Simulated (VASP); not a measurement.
Write the native input for VASP 6.6.1 that does the following.

```
Task                   : relaxation of cell and atoms
Functional             : PBE
Potentials or basis    : VASP PAW PBE potentials, release 64 (Rh_pv)
Cutoff                 : 600 eV
k mesh                 : 18 × 18 × 18
Occupations            : fermi-dirac, width 0.05 eV
Spin                   : no spin polarisation
Target pressure        : 26 GPa
Dipole correction      : no
Further INCAR settings : ALGO = Normal; EDIFF = 1e-06; IBRION = 2; EDIFFG = -0.005; NSW = 60; ISIF = 3
```

The structure of Rh lies in POSCAR:

```
Rh
1.0
    0.0000000000      1.8638229648      1.8638229648
    1.8638229648      0.0000000000      1.8638229648
    1.8638229648      1.8638229648      0.0000000000
Rh
1
Direct
    0.0000000000      0.0000000000      0.0000000000
```

One way to write it, as run:

INCAR

```
SYSTEM = Rh
PREC = Accurate
ENCUT = 600
EDIFF = 1E-6
ISMEAR = -1
SIGMA = 0.05
LREAL = .False.
LASPH = .True.
NELM = 60
ALGO = Normal
ISIF = 3
LWAVE = .False.
LCHARG = .False.
GGA = PE
IBRION = 2
NSW = 60
EDIFFG = -0.005
PSTRESS = 260.0
```

KPOINTS

```
regular mesh
0
Gamma
  18 18 18
  0 0 0
```

Potentials or basis: VASP PAW PBE potentials, release 64 (Rh_pv).

Command:

```sh
$ cat potpaw_PBE.64/Rh_pv/POTCAR > POTCAR
$ mpirun -np 1 vasp_std > vasp.out
```

It gave:

```
Relaxed volume                                             : 12.94 Å³/atom
Relaxed cell                                               : a = 2.635 Å, b = 2.635 Å, c = 2.635 Å, α = 60.00°, β = 60.00°, γ = 60.00°
Space group after relaxing (to 0.1 Å)                      : Fm-3m (No. 225)
Energy change on relaxing (the run minimises the enthalpy) : +1.5 meV/atom
Ionic steps                                                : 3
Pressure after relaxing                                    : 26.0 GPa
Band gap on the k mesh                                     : zero (an odd number of electrons rules out a gap without spin polarisation)
```

Caveat: the cell is relaxed towards a set pressure, so the run minimises the enthalpy, not the energy.

Wall time 56 s on 1 thread of Intel(R) Xeon(R) Platinum 8259CL CPU @ 2.50GHz (Skylake/Cascade Lake), on a shared host, peak memory 0.16 GiB.
